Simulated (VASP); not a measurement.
Wanted: the native input for a VASP 6.6.1 run.

```yaml
Task: single point
Functional: r2SCAN
Potentials_or_basis: VASP PAW PBE potentials, release 64 (Al, N)
Cutoff: 520 eV
k_mesh: 10 × 10 × 10
Occupations: gaussian, width 0.05 eV
Spin: no spin polarisation
Dipole_correction: no
Further_INCAR_settings: ALGO = Normal; EDIFF = 1e-06; NBANDS = 11
```

The system is AlN.

```
Al N
1.0
     0.01639    2.18490    2.18490
     2.18490    0.01639    2.18490
     2.20129    2.20129    0.00000
Al N
1 1
Direct
  0.00000 0.00000 0.00000
  0.75000 0.75000 0.75000
```

This cell differs from its parent crystal: strain +0.0150 x Voigt [0, 0, 0, 0, 0, 1].

These files were run (other wordings do the same):

POSCAR

```
AlN
1.0
    0.0163867547      2.1849006282      2.1849006282
    2.1849006282      0.0163867547      2.1849006282
    2.2012873829      2.2012873829      0.0000000000
Al N
1 1
Direct
    0.0000000000      0.0000000000      0.0000000000
    0.7500000000      0.7500000000      0.7500000000
```

INCAR.step1

```
SYSTEM = AlN
PREC = Accurate
ENCUT = 520
ISMEAR = 0
SIGMA = 0.05
LREAL = .FALSE.
LASPH = .TRUE.
NELM = 100
NBANDS = 11
GGA = PE
ALGO = Normal
EDIFF = 1E-4
LWAVE = .TRUE.
LCHARG = .FALSE.
```

INCAR.step2

```
SYSTEM = AlN
PREC = Accurate
ENCUT = 520
EDIFF = 1E-6
ISMEAR = 0
SIGMA = 0.05
LREAL = .FALSE.
LASPH = .TRUE.
NELM = 100
ALGO = Normal
ISIF = 2
LWAVE = .FALSE.
LCHARG = .TRUE.
METAGGA = R2SCAN
LMIXTAU = .TRUE.
LELF = .TRUE.
LVHAR = .TRUE.
NBANDS = 11
ISTART = 1
```

KPOINTS

```
Automatic mesh
0
G
  10 10 10
  0 0 0
```

Potentials or basis: VASP PAW PBE potentials, release 64 (Al, N).

Launch:

```bash
$ cat potpaw_PBE.64/Al/POTCAR potpaw_PBE.64/N/POTCAR > POTCAR
$ cp INCAR.step1 INCAR
$ mpirun -np 1 vasp_std > vasp.out
$ cp INCAR.step2 INCAR
$ mpirun -np 1 vasp_std > vasp.out
```

Results of the run:

- Pressure: -0.3 GPa
- Largest force: 0.131 eV/Å
- Band gap on the k mesh: 3.89 eV, indirect (least direct gap 4.83 eV)

Caveat: the cell differs from its parent crystal (strain +0.0150 x Voigt [0, 0, 0, 0, 0, 1]); the PAW data sets were made with another functional, which shifts forces and pressure a little.

Wall time 100 s on 1 thread of Intel Xeon 8259CL, on a shared host, peak memory 0.16 GiB.
